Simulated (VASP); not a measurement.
# SiC (F-43m) in VASP: single point with PBEsol

Aim: the single point of SiC with PBEsol.

Everything below comes from runs of VASP 6.6.1. Logs are shortened: lines on timing, memory, paths and dates and some standing lists are left out, and cuts for length are marked.

**What was measured.**

From “Insight into the structural, elastic and electronic properties of a new orthorhombic 6O-SiC polytype”, 2020, pmc:7200658, for a bulk crystal of SiC: band gap 2.4 eV (indirect).

How close the calculation comes is told below.

## (1) The cell of the first run

The structure is cubic, space group F-43m (No. 216). Conventional cell: a = 4.358 Å, b = 4.358 Å, c = 4.358 Å, α = 90.00°, β = 90.00°, γ = 90.00°. Si (site symmetry -43m) has 4 C at 1.89 Å within 2.5 Å. C (site symmetry -43m) has 4 Si at 1.89 Å within 2.5 Å.

## (2) Single point, PBEsol

INCAR reads:

```
PREC = Accurate ; ENCUT = 600
EDIFF = 1E-6 ; ISMEAR = 0
SIGMA = 0.01 ; LREAL = F
LASPH = T ; NELM = 120
ALGO = Normal ; ISIF = 2
LWAVE = F ; LCHARG = F
GGA = PS ; NBANDS = 11
GGA_COMPAT = F
```

KPOINTS reads:

```
regular mesh
0
Gamma
  7 7 7
```

POSCAR reads:

```
SiC
1.0
    0.0000000000      2.1790000000      2.1790000000
    2.1790000000      0.0000000000      2.1790000000
    2.1790000000      2.1790000000      0.0000000000
Si C
1 1
Direct
    0.0000000000      0.0000000000      0.0000000000
    0.7500000000      0.7500000000      0.7500000000
```

Potentials or basis: VASP PAW PBE potentials, release 64 (Si, C).

The run is started by

```
$ cat potpaw_PBE.64/Si/POTCAR potpaw_PBE.64/C/POTCAR > POTCAR
$ mpirun -np 1 vasp_std > vasp.out
```

OUTCAR:

```text
PREC = Accurate
   ENCUT = 600
   EDIFF = 1E-6
   ISMEAR = 0
   LREAL = F
   LASPH = T
   NELM = 120
   ISIF = 2
   GGA = PS

 ion  position               nearest neighbor table
   1  0.000  0.000  0.000-   2 1.89   2 1.89   2 1.89   2 1.89
   2  0.750  0.750  0.750-   1 1.89   1 1.89   1 1.89   1 1.89

  LATTYP: Found a face centered cubic cell.
 ALAT       =     4.3580000000

  Lattice vectors:

 A1 = (   0.0000000000,   2.1790000000,   2.1790000000)
 A2 = (   2.1790000000,   0.0000000000,   2.1790000000)
 A3 = (   2.1790000000,   2.1790000000,   0.0000000000)

Analysis of symmetry for initial positions (statically):
=====================================================================
 Subroutine PRICEL returns:
 Original cell was already a primitive cell.

 Routine SETGRP: Setting up the symmetry group for a
 face centered cubic supercell.

 Subroutine GETGRP returns: Found 24 space group operations
 (whereof 24 operations were pure point group operations)
 out of a pool of 48 trial point group operations.

The static configuration has the point symmetry T_d .

Analysis of symmetry for dynamics (positions and initial velocities):
=====================================================================
 Subroutine PRICEL returns:
 Original cell was already a primitive cell.

 Routine SETGRP: Setting up the symmetry group for a
 face centered cubic supercell.

 Subroutine GETGRP returns: Found 24 space group operations
 (whereof 24 operations were pure point group operations)
 out of a pool of 48 trial point group operations.

The dynamic configuration has the point symmetry T_d .

 Subroutine INISYM returns: Found 24 space group operations
 (whereof 24 operations are pure point group operations),
 and found     1 'primitive' translations

----------------------------------------------------------------------------------------

                                     Primitive cell

  volume of cell :      20.6920

  direct lattice vectors                    reciprocal lattice vectors
     0.000000000  2.179000000  2.179000000    -0.229463056  0.229463056  0.229463056
     2.179000000  0.000000000  2.179000000     0.229463056 -0.229463056  0.229463056
     2.179000000  2.179000000  0.000000000     0.229463056  0.229463056 -0.229463056

  length of vectors
     3.081571352  3.081571352  3.081571352     0.397441672  0.397441672  0.397441672

  position of ions in fractional coordinates (direct lattice)
     0.000000000  0.000000000  0.000000000
     0.750000000  0.750000000  0.750000000

  ion indices of the primitive-cell ions
   primitive index   ion index
                 1           1
                 2           2

----------------------------------------------------------------------------------------

 KPOINTS: regular mesh

Automatic generation of k-mesh.
 Grid dimensions read from file:
 generate k-points for:    7    7    7

 Generating k-lattice:

  Cartesian coordinates                     Fractional coordinates (reciprocal lattice)
    -0.032780437  0.032780437  0.032780437     0.142857143  0.000000000  0.000000000
     0.032780437 -0.032780437  0.032780437     0.000000000  0.142857143  0.000000000
     0.032780437  0.032780437 -0.032780437     0.000000000  0.000000000  0.142857143

  Length of vectors
     0.056777382  0.056777382  0.056777382

  Shift w.r.t. Gamma in fractional coordinates (k-lattice)
     0.000000000  0.000000000  0.000000000

 Subroutine IBZKPT returns following result:
 ===========================================

 Found     20 irreducible k-points:

 Following reciprocal coordinates:
            Coordinates               Weight
  0.000000  0.000000  0.000000      1.000000
  0.142857  0.000000  0.000000      8.000000
  0.285714  0.000000  0.000000      8.000000
  0.428571  0.000000  0.000000      8.000000
  0.142857  0.142857  0.000000      6.000000
  0.285714  0.142857  0.000000     24.000000
[... 12 lines left out ...]
 -0.428571  0.428571  0.142857     24.000000
 -0.285714  0.428571  0.142857     24.000000
   k-points           NKPTS =     20   k-points in BZ     NKDIM =     20   number of bands    NBANDS=     11
   number of dos      NEDOS =    301   number of ions     NIONS =      2
   total plane-waves  NPLWV =  21952
   dimension x,y,z NGX =    28 NGY =   28 NGZ =   28
   dimension x,y,z NGXF=    56 NGYF=   56 NGZF=   56
   ions per type =               1   1
   NGX,Y,Z   is equivalent  to a cutoff of  15.11, 15.11, 15.11 a.u.
   NGXF,Y,Z  is equivalent  to a cutoff of  30.21, 30.21, 30.21 a.u.
 SYSTEM =  unknown system
   PREC   = accura    normal or accurate (medium, high low for compatibility)
   ISTART =      0    job   : 0-new  1-cont  2-samecut
   ICHARG =      2    charge: 1-file 2-atom 10-const
   ISPIN  =      1    spin polarized calculation?
   LNONCOLLINEAR =      F non collinear calculations
   LSORBIT =      F    spin-orbit coupling
   LASPH  =      T    aspherical Exc in radial PAW
   ENCUT  =  600.0 eV  44.10 Ry    6.64 a.u.   6.15  6.15  6.15*2*pi/ulx,y,z
   NELM   =    120;   NELMIN=  2; NELMDL= -5     # of ELM steps
   EDIFF  = 0.1E-05   stopping-criterion for ELM
   LREAL  =      F    real-space projection
   EDIFFG = 0.1E-04   stopping-criterion for IOM
   NSW    =      0    number of steps for IOM
   IBRION =     -1    ionic relax: 0-MD 1-quasi-New 2-CG
   NFREE  =      0    steps in history (QN), initial steepest desc. (CG)
   ISIF   =      2    stress and relaxation
   ISYM   =      2    0-nonsym 1-usesym 2-fastsym
   POTIM  = 0.5000    time-step for ionic-motion
   TEBEG  =    0.0;   TEEND  =   0.0 temperature during run
   PSTRESS=    0.0 pullay stress
   NELECT =       8.0000    total number of electrons
   NUPDOWN=      -1.0000    fix difference up-down
   EMIN   =  10.00;   EMAX   =-10.00  energy-range for DOS
   EFERMI =   0.00;   METHOD = LEGACY
   ISMEAR =     0;   SIGMA  =   0.01  broadening in eV -4-tet -1-fermi 0-gaus
   EFERMI_NEDOS =   21; number of points for ismear=-14 and -15
   IALGO  =     38    algorithm
   IMIX   =      4    mixing-type and parameters
     AMIX     =   0.40;   BMIX     =  1.00
     AMIX_MAG =   1.60;   BMIX_MAG =  1.00
  volume/ion in A,a.u.               =      10.35        69.82
  Fermi-wavevector in a.u.,A,eV,Ry     =   1.192626  2.253736 19.352338  1.422357
  Thomas-Fermi vector in A             =   2.328660
   LORBIT       =      0    0 simple, 1 ext, 2 COOP (PROOUT), +10 PAW based schemes
   GGA     = PS    functional components
   LHFCALC =     F    Hartree Fock is set to
   AEXX    =    0.0000 exact exchange contribution
   IVDW    =     0    specifies the selected vdW correction
   LEPSILON=     F    determine dielectric tensor
   LRPA    =     F    only Hartree local field effects (RPA)
 non-spin polarized calculation
 Gauss-broadening in eV      SIGMA  =   0.01
  energy-cutoff  :      600.00
  volume of cell :       20.69
 maximum number of plane-waves:       701
 NGX is ok and might be reduce to    28
   NGX = 13   NGY = 13   NGZ = 13

 number of electron       8.0000000 magnetization

 Free energy of the ion-electron system (eV)
  ---------------------------------------------------
  ext. energy  EPLUGINS =         0.00000000
  ---------------------------------------------------
  free energy    TOTEN  =       -15.91246961 eV

  energy without entropy =      -15.91246961  energy(sigma->0) =      -15.91246961

 E-fermi :   8.1716     XC(G=0): -11.5042

 val. band max:        8.0588692928   @ k =   0.0000   0.0000   0.0000
 cond. band min:       9.5314472867   @ k =   0.4286   0.4286   0.0000
 fundamental gap:      1.4725779939
 Fermi energy:         8.1716039008

 k-point     1 :       0.0000    0.0000    0.0000
  band No.  band energies     occupation
      1      -7.3666      2.00000
      2       8.0589      2.00000
      3       8.0589      2.00000
      4       8.0589      2.00000
      5      14.2449      0.00000
      6      15.2994      0.00000
      7      15.2994      0.00000
      8      15.2994      0.00000
      9      22.5134      0.00000
     10      22.5134      0.00000
     11      24.3194      0.00000

 k-point     2 :       0.1429    0.0000    0.0000
  band No.  band energies     occupation
      1      -6.9676      2.00000
      2       6.1948      2.00000
      3       7.8027      2.00000
      4       7.8027      2.00000
      5      14.4225      0.00000
      6      15.7284      0.00000
      7      15.7284      0.00000
      8      16.0472      0.00000
      9      21.0976      0.00000
     10      21.0976      0.00000
     11      23.7344      0.00000

 k-point     3 :       0.2857    0.0000    0.0000
  band No.  band energies     occupation
      1      -5.8120      2.00000
      2       2.9138      2.00000
      3       7.3390      2.00000
      4       7.3390      2.00000
      5      13.8409      0.00000
      6      15.8027      0.00000
      7      15.8027      0.00000
      8      17.6295      0.00000
      9      21.4832      0.00000
     10      21.4832      0.00000
     11      22.9651      0.00000

 k-point     4 :       0.4286    0.0000    0.0000
  band No.  band energies     occupation
      1      -4.1914      2.00000
      2       0.0502      2.00000
      3       7.0416      2.00000
      4       7.0416      2.00000
      5      13.4772      0.00000
      6      15.2857      0.00000
      7      15.2857      0.00000
      8      17.9813      0.00000
      9      23.8031      0.00000
     10      24.2301      0.00000
     11      24.2301      0.00000
[... 183 lines left out ...]
 k-point    18 :      -0.4286    0.2857    0.1429
  band No.  band energies     occupation
      1      -3.3055      2.00000
      2       0.8596      2.00000
      3       3.8911      2.00000
      4       5.5475      2.00000
      5      13.1240      0.00000
      6      15.6041      0.00000
      7      17.7332      0.00000
      8      19.0865      0.00000
      9      21.3519      0.00000
     10      24.2385      0.00000
     11      27.9668      0.00000

 k-point    19 :      -0.4286    0.4286    0.1429
  band No.  band energies     occupation
      1      -2.7300      2.00000
      2       1.1292      2.00000
      3       3.7593      2.00000
      4       4.2326      2.00000
      5      11.5942      0.00000
      6      14.5398      0.00000
      7      18.6506      0.00000
      8      21.2990      0.00000
      9      21.7137      0.00000
     10      25.6653      0.00000
     11      29.4714      0.00000

 k-point    20 :      -0.2857    0.4286    0.1429
  band No.  band energies     occupation
      1      -2.2681      2.00000
      2       0.9724      2.00000
      3       2.5413      2.00000
      4       4.4239      2.00000
      5      12.6493      0.00000
      6      16.5509      0.00000
      7      18.1767      0.00000
      8      18.8774      0.00000
      9      21.6110      0.00000
     10      24.6039      0.00000
     11      29.4888      0.00000

------------------------ aborting loop because EDIFF is reached ----------------------------------------

  FORCE on cell =-STRESS in cart. coord.  units (eV):
  Direction    XX          YY          ZZ          XY          YZ          ZX
  --------------------------------------------------------------------------------------
  -------------------------------------------------------------------------------------
  Total        0.0078546      0.0078546      0.0078546      0.0000000      0.0000000      0.0000000
  in kB        0.6081823      0.6081823      0.6081823      0.0000000      0.0000000      0.0000000
  external PRESSURE =       0.6081823 kB  Pullay stress =       0.0000000 kB

 VOLUME and BASIS-vectors are now :
 -----------------------------------------------------------------------------
  energy-cutoff  :      600.00
  volume of cell :       20.69
      direct lattice vectors                 reciprocal lattice vectors
     0.000000000  2.179000000  2.179000000    -0.229463056  0.229463056  0.229463056
     2.179000000  0.000000000  2.179000000     0.229463056 -0.229463056  0.229463056
     2.179000000  2.179000000  0.000000000     0.229463056  0.229463056 -0.229463056

 POSITION                                       TOTAL-FORCE (eV/Angst)
 -----------------------------------------------------------------------------------
      0.00000      0.00000      0.00000         0.000000      0.000000      0.000000
      3.26850      3.26850      3.26850        -0.000000     -0.000000     -0.000000
 -----------------------------------------------------------------------------------
    total drift:                                0.000000      0.000000      0.000000

  FREE ENERGIE OF THE ION-ELECTRON SYSTEM (eV)
  ---------------------------------------------------
  free  energy   TOTEN  =       -15.9124696072 eV

  energy  without entropy=      -15.9124696072  energy(sigma->0) =      -15.91246961
```

Run time: 11 s. Hardware: 1 thread of Intel Xeon Platinum 8375C at 2.90GHz (Ice Lake), shared host; peak memory 0.15 GiB.

What came out:

```yaml
Free_energy: -15.9125 eV
Pressure: 0.1 GPa
Band_gap_on_the_k_mesh: 1.47 eV (least direct gap 4.57 eV)
```

Levels at points of the mesh, in eV from the valence-band top:
| k point | band 2 | band 3 | band 4 | band 5 | band 6 | band 7 |
| --- | --- | --- | --- | --- | --- | --- |
| (0.00, 0.00, 0.00) | 0.00 | 0.00 | 0.00 | 6.19 | 7.24 | 7.24 |

Caveat: the PAW data sets were made with another functional, which shifts forces and pressure a little; an odd mesh through Γ misses points on the zone boundary, where band edges can lie.

## (3) Against experiment

Step 2. Against the measured gap of SiC, 2.4 eV (indirect; quoted in “Insight into the structural, elastic and electronic properties of a new orthorhombic 6O-SiC polytype”, 2020, pmc:7200658), the calculated 1.47 eV is off by -0.93 eV. The value is that of PBEsol on a finite k mesh, which can miss the band edges, without temperature or zero-point motion. Semilocal functionals fall short of measured gaps as a rule.
